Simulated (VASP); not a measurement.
A run of VASP 6.6.1:

The input INCAR:

```
AGGAC = 1.0
AGGAX = 1.0
ALDAC = 0.0
ALDAX = 1.0
ALGO = Normal
EDIFF = 1E-6
ENCUT = 520
GGA = B5
ISIF = 2
ISMEAR = 0
LASPH = True
LCHARG = True
LELF = True
LREAL = False
LVHAR = True
LWAVE = False
NBANDS = 26
NELM = 60
PREC = Accurate
SIGMA = 0.01
```

KPOINTS

```
k-points
0
Gamma
  6 6 4
```

The input POSCAR:

```
CuI
1.0
    4.1286200000      0.0000000000      0.0000000000
   -2.0643100000      3.5754900000      0.0000000000
    0.0000000000      0.0000000000      7.4781100000
Cu I
2 2
Direct
    0.6666666667      0.3333333333      0.5899500000
    0.3333333333      0.6666666667      0.4100500000
    0.3333333333      0.6666666667      0.7547500000
    0.6666666667      0.3333333333      0.2452500000
```

Potentials or basis: VASP PAW PBE potentials, release 64 (Cu, I).

Launch:

```sh
$ cat potpaw_PBE.64/Cu/POTCAR potpaw_PBE.64/I/POTCAR > POTCAR
$ mpirun -np 1 vasp_std > vasp.out
```

Hardware: 1 thread of Intel Xeon 6975P-C, with other jobs on the host.

Problem. Estimate the wall time of this run.

Solution. Run time: 88 s on 1 thread of Intel Xeon 6975P-C, on a shared host, peak memory 0.26 GiB. Counts: scf iterations 14, k points 24.
